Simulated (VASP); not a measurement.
Here is a VASP 6.6.1 calculation.

File POSCAR:

```
Sn
1.0
   -2.9401404553      2.9401404553      1.5993019889
    2.9401404553     -2.9401404553      1.5993019889
    2.9401404553      2.9401404553     -1.5993019889
Sn
2
Direct
    0.0070650000     -0.0047300000     -0.0123030000
    0.7491880000      0.2445090000      0.4991050000
```

The input INCAR.step1:

```
SYSTEM = Sn
PREC     = Accurate       ! precision mode
ENCUT    = 520            ! plane-wave cutoff, eV
ISMEAR   = -1             ! smearing method
SIGMA    = 0.005          ! smearing width, eV
LREAL    = .FALSE.        ! projectors in reciprocal space
LASPH    = .TRUE.         ! aspherical terms in the spheres
NELM     = 60             ! most SCF steps
NBANDS   = 21             ! bands
GGA      = PE             ! functional
ALGO     = Normal         ! electronic algorithm
EDIFF    = 1E-4           ! SCF threshold, eV
LWAVE    = .TRUE.         ! write WAVECAR
LCHARG   = .FALSE.        ! write CHGCAR
```

Contents of INCAR.step2:

```
SYSTEM = Sn
PREC     = Accurate       ! precision mode
ENCUT    = 520            ! plane-wave cutoff, eV
EDIFF    = 1E-6           ! SCF threshold, eV
ISMEAR   = -1             ! smearing method
SIGMA    = 0.005          ! smearing width, eV
LREAL    = .FALSE.        ! projectors in reciprocal space
LASPH    = .TRUE.         ! aspherical terms in the spheres
NELM     = 60             ! most SCF steps
ALGO     = Normal         ! electronic algorithm
ISIF     = 2              ! what is computed and relaxed
LWAVE    = .FALSE.        ! write WAVECAR
LCHARG   = .FALSE.        ! write CHGCAR
METAGGA  = R2SCAN         ! meta-GGA
LMIXTAU  = .TRUE.       
NBANDS   = 21             ! bands
ISTART   = 1
```

The input KPOINTS:

```
Automatic mesh
0
G
  7 7 5
  0 0 0
```

Potentials or basis: VASP PAW PBE potentials, release 64 (Sn_d).

Command:

```bash
$ cat potpaw_PBE.64/Sn_d/POTCAR > POTCAR
$ cp INCAR.step1 INCAR
$ mpirun -np 1 vasp_std > vasp.out
$ cp INCAR.step2 INCAR
$ mpirun -np 1 vasp_std > vasp.out
```

**Question.** Predict the band gap on the k mesh.

**Answer.** Zero (bands 14 and 15 overlap by 3.33 eV).

**Question.** What does it give for the largest force?

**Answer.** 0.159 eV/Å.

Forces in eV/Å, atoms in the order of the input:
```
Sn   0.149  0.055  0.002
Sn  -0.149 -0.055 -0.002
```

Caveat: the PAW data sets were made with another functional, which shifts forces and pressure a little; spin-orbit coupling is left out, which moves the levels of the heavy elements.
